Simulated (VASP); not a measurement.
H4C: single point with r2SCAN+D3(BJ)

H4C:

```
CELL_PARAMETERS angstrom
7.23043 0.00000 0.00000
0.00000 7.23043 0.00000
0.00000 0.00000 7.23043
ATOMIC_POSITIONS crystal
C 0.32034 0.23697 0.99029
C 0.43054 0.57305 0.37400
C 0.52283 0.05639 0.51417
C 0.84998 0.68656 0.69365
C 0.94953 0.85252 0.18300
C 0.01701 0.27644 0.53247
H 0.19453 0.20910 0.06424
H 0.29767 0.22216 0.84296
H 0.42605 0.13525 0.02673
H 0.36616 0.37374 0.02413
H 0.40482 0.43432 0.32756
H 0.36366 0.65446 0.26994
H 0.57804 0.60512 0.37540
H 0.36898 0.59911 0.50348
H 0.59153 0.14970 0.60879
H 0.44939 0.95469 0.59543
H 0.63252 0.99120 0.43346
H 0.42518 0.12470 0.43058
H 0.71740 0.76095 0.71920
H 0.96030 0.79546 0.68455
H 0.84570 0.61710 0.56259
H 0.87731 0.58701 0.80360
H 0.04118 0.87331 0.30316
H 0.82293 0.77311 0.21654
H 0.02868 0.78596 0.07730
H 0.89511 0.98239 0.13544
H 0.94050 0.28749 0.65646
H 0.96444 0.36205 0.41968
H 0.03177 0.12855 0.48810
H 0.15782 0.32514 0.55647
```

| Property | Result |
| --- | --- |
| Program | VASP 6.6.1 |
| Task | single point |
| Functional | r2SCAN |
| Dispersion | D3(BJ) |
| Potentials or basis | VASP PAW PBE potentials, release 64 (C, H) |
| Cutoff | 580 eV |
| k mesh | 1 × 1 × 1 |
| Occupations | fermi-dirac, width 0.02 eV |
| Spin | no spin polarisation |

| Quantity | Value |
| --- | --- |
| Pressure | 0.5 GPa |
| Largest force | 2.211 eV/Å |
| Band gap on the k mesh | 8.02 eV |
| Dispersion energy per atom | -0.013 eV |

Forces on the atoms (eV/Å):
```
C    0.364 -0.639 -0.293
C    0.644 -0.125 -1.097
C    1.040 -0.710  0.708
C    0.002  1.457  0.350
C   -0.540 -0.172  0.914
C    1.445 -0.931 -1.391
H   -0.441 -0.201  0.252
H   -0.160  0.173 -0.189
H   -0.050  0.111  0.213
H    0.277  0.524 -0.018
H    0.190 -0.629  0.250
H   -0.246  0.787 -0.363
H   -0.154 -0.135  0.054
H   -0.466  0.160  1.164
H   -0.068  0.390  0.140
H   -0.018 -0.361  0.140
H   -0.267 -0.088 -0.103
H   -0.677  0.740 -0.866
H    0.622 -0.524 -0.113
H   -0.539 -0.760  0.275
H   -0.165 -0.244 -0.372
H    0.049  0.189 -0.033
H   -0.534 -0.088 -0.213
H    0.736 -0.098  0.109
H    0.179 -0.298 -0.592
H    0.200  0.644 -0.259
H   -0.734  0.098  0.786
H   -0.312 -0.253  0.135
H   -0.359  0.939  0.223
H   -0.018  0.046  0.187
```

Stress tensor (GPa, compression positive):
```
-0.49 -0.28 -0.08
-0.28  0.63 -0.05
-0.08 -0.05  1.44
```

Levels at points of the mesh, in eV from the valence-band top:
```tsv
k point	band 22	band 23	band 24	band 25	band 26	band 27
(0.00, 0.00, 0.00)	-0.16	-0.07	0.00	8.02	10.04	10.51
```

It took 110 s on 1 thread of Intel(R) Xeon(R) 6975P-C (Granite Rapids), with other jobs on the host, peak memory 0.51 GiB.

Caveat: the k points lie up to 0.87 Å⁻¹ apart; the PAW data sets were made with another functional, which shifts forces and pressure a little.
